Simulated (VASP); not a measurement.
Here is a VASP 6.6.1 calculation.

Contents of INCAR:

```
SYSTEM = H20CO9
ALGO = Normal
EDIFF = 1E-6
ENCUT = 520
GGA = PE
ISIF = 2
ISMEAR = -1
IVDW = 12
LASPH = .True.
LCHARG = .False.
LREAL = Auto
LWAVE = .False.
NBANDS = 60
NELM = 100
PREC = Accurate
SIGMA = 0.02
```

File KPOINTS:

```
k-points
0
Gamma
  1 1 1
  0 0 0
```

Contents of POSCAR:

```
H20CO9
1.0
    6.7459970000      0.0000000000      0.0000000000
    0.0000000000      6.7459970000      0.0000000000
    0.0000000000      0.0000000000      6.7459970000
O H C
9 20 1
Direct
    0.7044918638      1.0707535150     -0.0827305438
    0.4196266319      0.4535726891      0.9250819412
    1.1432557708      0.2151201668      0.6677441452
    0.2451972629      0.8775722847      0.3572192517
    0.2912838532     -0.1112066904      0.9742370179
    0.7600507382      0.4018234814      0.1872962588
   -0.0721464892      0.6416545990     -0.0125111233
    0.7802849601      0.2951083435      0.6371037520
    0.5741775456      0.6200714290      0.5658911500
    0.5701158776      1.1183669367     -0.0241921246
    0.7709905593      0.9512900762     -0.0319003996
    0.4751113883      0.5431813859      0.8217021146
    0.2802254433      0.4471392442      0.8991851019
    1.2147055506      0.2784910815      0.5573824003
    1.0215391439      0.2627039413      0.6150610503
    0.2701305678      1.0143645187      0.3765788808
    0.2081975429      0.8630303275      0.2267122265
    0.2083754262     -0.1857546038      0.8749188593
    0.3431220026     -0.2038097556      1.0681149132
    0.6387047015      0.3758080533      0.1260006490
    0.8298847450      0.2583013304      0.1538838514
    0.0330269936      0.6639196549      0.0896235204
   -0.1526534921      0.5307295571      0.0417580974
    0.7158912167      0.3021347326      0.5034541225
    0.6773350181      0.2393864095      0.7189448795
    0.8851026764      0.7865108745      0.5949750645
    0.4526684492      0.6963092335      0.5408540798
    0.6821082191      0.9099173925      0.5490663574
    0.7092354177      0.8065968603      0.7990812922
    0.7135490870      0.7849692195      0.6193598960
```

Potentials or basis: VASP PAW PBE potentials, release 64 (O, H, C).

Command:

```console
$ cat potpaw_PBE.64/O/POTCAR potpaw_PBE.64/H/POTCAR potpaw_PBE.64/C/POTCAR > POTCAR
$ mpirun -np 1 vasp_gam > vasp.out
```

Task: Predict the dispersion energy per atom.

Result: -0.034 eV.

Task: Estimate the largest force.

Result: 6.268 eV/Å.

Task: Predict the pressure.

Result: 1.8 GPa.

Stress tensor (GPa, compression positive):
```
 0.84  0.31  0.18
 0.31  2.61 -2.22
 0.18 -2.22  1.96
```

Caveat: the k points lie up to 0.93 Å⁻¹ apart.
